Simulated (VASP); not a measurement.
Here is a VASP 6.6.1 calculation.

File INCAR:

```
SYSTEM = Si2Ni
PREC = Accurate
ENCUT = 600
EDIFF = 1E-6
ISMEAR = 0
SIGMA = 0.1
LREAL = .FALSE.
LASPH = .TRUE.
NELM = 120
ALGO = Normal
ISIF = 2
LWAVE = .FALSE.
LCHARG = .FALSE.
GGA = PS
NBANDS = 16
GGA_COMPAT = .FALSE.
```

The input KPOINTS:

```
Automatic mesh
0
G
  6 6 6
  0 0 0
```

File POSCAR:

```
Si2Ni
1.0
    0.0000000000      2.6950000000      2.6950000000
    2.6950000000      0.0000000000      2.6950000000
    2.6950000000      2.6950000000      0.0000000000
Ni Si
1 2
Direct
    0.0000000000      0.0000000000      0.0000000000
    0.2500000000      0.2500000000      0.2500000000
    0.7500000000      0.7500000000      0.7500000000
```

Potentials or basis: VASP PAW PBE potentials, release 64 (Ni, Si).

Launch:

```bash
$ cat potpaw_PBE.64/Ni/POTCAR potpaw_PBE.64/Si/POTCAR > POTCAR
$ mpirun -np 1 vasp_std > vasp.out
```

Problem. Estimate the pressure.

Solution. 0.7 GPa.

Problem. What does it give for the band gap on the k mesh?

Solution. Zero (band 9 reaches 12.23 eV, above the bottom of band 10 at 10.11 eV).

Caveat: the PAW data sets were made with another functional, which shifts forces and pressure a little. Spin polarisation is off, so any magnetic state and its effect on volume and gap are missing.
